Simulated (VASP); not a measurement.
Crystal: CdS.

```xyz
2
Lattice="0.0000 2.7813 2.6847 2.7813 0.0000 2.6847 2.7813 2.7813 0.0000" Properties=species:S:1:pos:R:3 pbc="T T T"
Cd    0.0000    0.0000    0.0000
S     2.7813    2.7813    2.6847
```

This cell differs from its parent crystal: epitaxial xy strain +2.0%.

Base run:

* Program: VASP 6.6.1
* Functional: PBE
* Potentials or basis: VASP PAW PBE potentials, release 64 (Cd, S)
* Cutoff: 520 eV
* k mesh: 8 × 8 × 8
* Occupations: fermi-dirac, width 0.02 eV
* Spin: no spin polarisation

Its results: band gap on the k mesh 0.08 eV, indirect (least direct gap 1.51 eV); pressure 0.4 GPa.

The run is repeated on the same cell with these changes: functional from PBE to r2SCAN. What comes out?

Band gap on the k mesh 0.55 eV, indirect (least direct gap 2.13 eV); pressure -1.3 GPa.

r2SCAN gives the wider gap, since meta-GGAs in the generalised Kohn-Sham scheme recover part of the derivative discontinuity.

Caveats: the PAW data sets were made with another functional, which shifts forces and pressure a little (some runs).

A k mesh can miss the band edges.
